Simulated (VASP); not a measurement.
# NiSb2 (Pnnm) in VASP: further runs, part 2 of 2

VASP 6.6.1. The steps go on from the part before.

## (4) Single point, PBEsol (20.02 Å³/atom)

This run uses another cell than the first one, of 20.02 Å³/atom.

File INCAR:

```
SYSTEM = NiSb2
ALGO = Normal
EDIFF = 1E-6
ENCUT = 520
GGA = PS
ISIF = 2
ISMEAR = 0
LASPH = .TRUE.
LCHARG = .TRUE.
LELF = .TRUE.
LREAL = .FALSE.
LVHAR = .TRUE.
LWAVE = .FALSE.
NBANDS = 29
NELM = 100
PREC = Accurate
SIGMA = 0.1
```

File KPOINTS:

```
k-points
0
G
  8 6 10
  0 0 0
```

File POSCAR:

```
NiSb2
1.0
    5.0937447290      0.0000000000      0.0000000000
    0.0000000000      6.2224297579      0.0000000000
    0.0000000000      0.0000000000      3.7895011149
Ni Sb
2 4
Direct
    0.0000000000      0.0000000000      0.0000000000
    0.5000000000      0.5000000000      0.5000000000
    0.2203913884      0.3572878475      0.0000000000
    0.7796086116      0.6427121525      0.0000000000
    0.7203913884      0.1427121525      0.5000000000
    0.2796086116      0.8572878475      0.5000000000
```

The run is started by

```sh
> cat potpaw_PBE.64/Ni/POTCAR potpaw_PBE.64/Sb/POTCAR > POTCAR
> mpirun -np 1 vasp_std > vasp.out
```

Run time: 3.2 min. Hardware: 1 thread of AMD EPYC 9R45 (Zen 5), shared host; peak memory 0.44 GiB.

The run converged. Its results:

| Item | Value |
| --- | --- |
| Free energy | -31.9278 eV |
| Pressure | 3.3 GPa |
| Largest force | 0.032 eV/Å |
| Band gap on the k mesh | zero (bands 20 and 21 overlap by 1.91 eV) |

Forces in eV/Å, atoms in the order of the input:
```
Ni   0.000  0.000  0.000
Ni   0.000  0.000  0.000
Sb   0.022 -0.024  0.000
Sb  -0.022  0.024  0.000
Sb   0.022  0.024  0.000
Sb  -0.022 -0.024  0.000
```

Stress tensor (GPa, compression positive):
```
3.32 0.00 0.00
0.00 3.37 0.00
0.00 0.00 3.18
```

Levels at points of the mesh, in eV from the Fermi level:
| k point | band 18 | band 19 | band 20 | band 21 | band 22 | band 23 |
| --- | --- | --- | --- | --- | --- | --- |
| (0.00, 0.00, 0.00) | -1.76 | -1.19 | -0.33 | 1.59 | 2.83 | 2.97 |
| (0.50, 0.00, 0.00) | 0.02 | 0.10 | 0.10 | 2.49 | 2.49 | 2.59 |
| (0.00, 0.50, 0.00) | -1.51 | -0.64 | -0.64 | 1.35 | 1.35 | 3.06 |
| (0.50, 0.50, 0.00) | 0.09 | 0.19 | 0.19 | 0.48 | 0.48 | 1.82 |
| (0.00, 0.00, 0.50) | -1.87 | -1.67 | -1.67 | 0.85 | 0.85 | 1.21 |
| (0.50, 0.00, 0.50) | -2.15 | -1.84 | -1.84 | -0.45 | -0.45 | 3.85 |
| (0.00, 0.50, 0.50) | -2.16 | -1.47 | -1.47 | -0.74 | -0.74 | 1.04 |
| (0.50, 0.50, 0.50) | -2.14 | -0.35 | -0.35 | 1.57 | 1.57 | 2.31 |

Caveat: the cell stands under pressure; the PAW data sets were made with another functional, which shifts forces and pressure a little; spin-orbit coupling is left out, which moves the levels of the heavy elements.

## (5) Single point, PBEsol

This run uses another cell than the first one, of 20.64 Å³/atom.

File INCAR:

```
SYSTEM = NiSb2
PREC = Accurate ; ENCUT = 520
EDIFF = 1E-6 ; ISMEAR = 0
SIGMA = 0.1 ; LREAL = .FALSE.
LASPH = .TRUE. ; NELM = 100
ALGO = Normal ; ISIF = 2
LWAVE = .FALSE. ; LCHARG = .FALSE.
GGA = PS ; NBANDS = 29
```

File KPOINTS:

```
Automatic mesh
0
G
  8 6 10
  0 0 0
```

File POSCAR:

```
NiSb2
1.0
    5.1504399492      0.0000000000      0.0000000000
    0.0000000000      6.2752737763      0.0000000000
    0.0000000000      0.0000000000      3.8311616656
Ni Sb
2 4
Direct
    0.0000000000      0.0000000000      0.0000000000
    0.5000000000      0.5000000000      0.5000000000
    0.2207161712      0.3578192932      0.0000000000
    0.7792838288      0.6421807068      0.0000000000
    0.7207161712      0.1421807068      0.5000000000
    0.2792838288      0.8578192932      0.5000000000
```

The run is started by

```sh
> cat potpaw_PBE.64/Ni/POTCAR potpaw_PBE.64/Sb/POTCAR > POTCAR
> mpirun -np 1 vasp_std > vasp.out
```

It took 3.3 min on 1 thread of AMD EPYC 9R45 (Zen 5), shared host; peak memory 0.45 GiB.

Results (log left out):

```
Free energy            : -31.9653 eV
Pressure               : 0.0 GPa
Largest force          : 0.025 eV/Å
Band gap on the k mesh : zero (bands 20 and 21 overlap by 1.89 eV)
```

Forces on the atoms (eV/Å):
```
Ni   0.000  0.000  0.000
Ni   0.000  0.000  0.000
Sb   0.018 -0.018  0.000
Sb  -0.018  0.018  0.000
Sb   0.018  0.018  0.000
Sb  -0.018 -0.018  0.000
```

Stress tensor (GPa, compression positive):
```
 0.04  0.00  0.00
 0.00  0.09  0.00
 0.00  0.00 -0.06
```

Levels at points of the mesh, in eV from the Fermi level:
```tsv
k point	band 16	band 17	band 18	band 19	band 20	band 21	band 22	band 23	band 24	band 25
(0.00, 0.00, 0.00)	-2.11	-2.05	-1.68	-1.15	-0.33	1.54	2.77	2.90	3.23	3.43
(0.50, 0.00, 0.00)	-2.05	0.03	0.03	0.06	0.06	2.43	2.43	2.52	2.52	3.00
(0.00, 0.50, 0.00)	-1.96	-1.42	-1.42	-0.60	-0.60	1.28	1.28	3.01	3.01	3.82
(0.50, 0.50, 0.00)	-2.23	0.07	0.07	0.19	0.19	0.47	0.47	1.79	1.79	3.10
(0.00, 0.00, 0.50)	-2.05	-1.77	-1.77	-1.58	-1.58	0.82	0.82	1.16	1.16	1.80
(0.50, 0.00, 0.50)	-2.24	-2.04	-2.04	-1.75	-1.75	-0.42	-0.42	3.72	3.72	3.80
(0.00, 0.50, 0.50)	-2.37	-2.04	-2.04	-1.37	-1.37	-0.75	-0.75	1.07	1.07	3.16
(0.50, 0.50, 0.50)	-2.04	-2.03	-2.03	-0.30	-0.30	1.57	1.57	2.23	2.23	2.40
```

Caveat: the PAW data sets were made with another functional, which shifts forces and pressure a little; spin-orbit coupling is left out, which moves the levels of the heavy elements.

## (6) Single point, PBEsol (19.40 Å³/atom)

This run uses another cell than the first one, of 19.40 Å³/atom.

File INCAR:

```
SYSTEM = NiSb2
PREC = Accurate
ENCUT = 520
EDIFF = 1E-6
ISMEAR = 0
SIGMA = 0.1
LREAL = .False.
LASPH = .True.
NELM = 80
ALGO = Normal
ISIF = 2
LWAVE = .False.
LCHARG = .True.
GGA = PS
LELF = .True.
LVHAR = .True.
NBANDS = 29
```

File KPOINTS:

```
regular mesh
0
Gamma
  8 6 10
  0 0 0
```

File POSCAR:

```
NiSb2
1.0
    5.0343639940      0.0000000000      0.0000000000
    0.0000000000      6.1707606595      0.0000000000
    0.0000000000      0.0000000000      3.7467267700
Ni Sb
2 4
Direct
    0.0000000000      0.0000000000      0.0000000000
    0.5000000000      0.5000000000      0.5000000000
    0.2200428796      0.3566789247      0.0000000000
    0.7799571204      0.6433210753      0.0000000000
    0.7200428796      0.1433210753      0.5000000000
    0.2799571204      0.8566789247      0.5000000000
```

Potentials or basis: VASP PAW PBE potentials, release 64 (Ni, Sb).

The run is started by

```sh
> cat potpaw_PBE.64/Ni/POTCAR potpaw_PBE.64/Sb/POTCAR > POTCAR
> mpirun -np 1 vasp_std > vasp.out
```

It took 8.7 min on 1 thread of Intel Xeon 8259CL, shared host; peak memory 0.47 GiB.

It converged, with:

```yaml
Free_energy: -31.8077 eV
Pressure: 7.2 GPa
Largest_force: 0.039 eV/Å
Band_gap_on_the_k_mesh: zero (bands 20 and 21 overlap by 1.93 eV)
```

Forces on the atoms (eV/Å):
```
Ni   0.000  0.000  0.000
Ni   0.000  0.000  0.000
Sb   0.026 -0.029  0.000
Sb  -0.026  0.029  0.000
Sb   0.026  0.029  0.000
Sb  -0.026 -0.029  0.000
```

Stress tensor (GPa, compression positive):
```
7.22 0.00 0.00
0.00 7.25 0.00
0.00 0.00 7.06
```

Levels at points of the mesh, in eV from the Fermi level:
```
           k point  band 17  band 18  band 19  band 20  band 21  band 22  band 23  band 24
(0.00, 0.00, 0.00)    -2.29    -1.86    -1.24    -0.32     1.65     2.89     3.02     3.33
(0.50, 0.00, 0.00)     0.00     0.00     0.15     0.15     2.56     2.56     2.66     2.66
(0.00, 0.50, 0.00)    -1.61    -1.61    -0.68    -0.68     1.42     1.42     3.10     3.10
(0.50, 0.50, 0.00)     0.11     0.11     0.18     0.18     0.49     0.49     1.85     1.85
(0.00, 0.00, 0.50)    -1.98    -1.98    -1.76    -1.76     0.89     0.89     1.25     1.25
(0.50, 0.00, 0.50)    -2.28    -2.28    -1.93    -1.93    -0.50    -0.50     3.99     3.99
(0.00, 0.50, 0.50)    -2.28    -2.28    -1.59    -1.59    -0.72    -0.72     1.01     1.01
(0.50, 0.50, 0.50)    -2.26    -2.26    -0.40    -0.40     1.57     1.57     2.40     2.40
```

Caveat: the cell stands under pressure; the PAW data sets were made with another functional, which shifts forces and pressure a little; spin-orbit coupling is left out, which moves the levels of the heavy elements.

## (7) Summary

| cell | gap on the mesh (eV) | pressure (GPa) | largest force (eV/Å) |
| --- | --- | --- | --- |
| a = 4.973, b = 6.119, c = 3.703 Å, 6 atoms, atomic positions A | none | 11.8 | 0.04 |
| a = 5.034, b = 6.171, c = 3.747 Å, 6 atoms, atomic positions B | none | 7.2 | 0.04 |
| a = 5.094, b = 6.222, c = 3.790 Å, 6 atoms, atomic positions C | none | 3.3 | 0.03 |
| a = 5.150, b = 6.275, c = 3.831 Å, 6 atoms, atomic positions D | none | 0.0 | 0.03 |

Alike in all rows: task single point; level PBEsol; potentials or basis VASP PAW PBE potentials, release 64 (Ni, Sb); no spin polarisation; k mesh 8 × 6 × 10; cutoff (eV) 520; smearing gaussian 0.1 eV.

Caveats: the PAW data sets were made with another functional, which shifts forces and pressure a little; spin-orbit coupling is left out, which moves the levels of the heavy elements; the cell stands under pressure (at least some runs).

Total energies depend on the potentials used, so only differences within one code and one set of settings carry meaning.
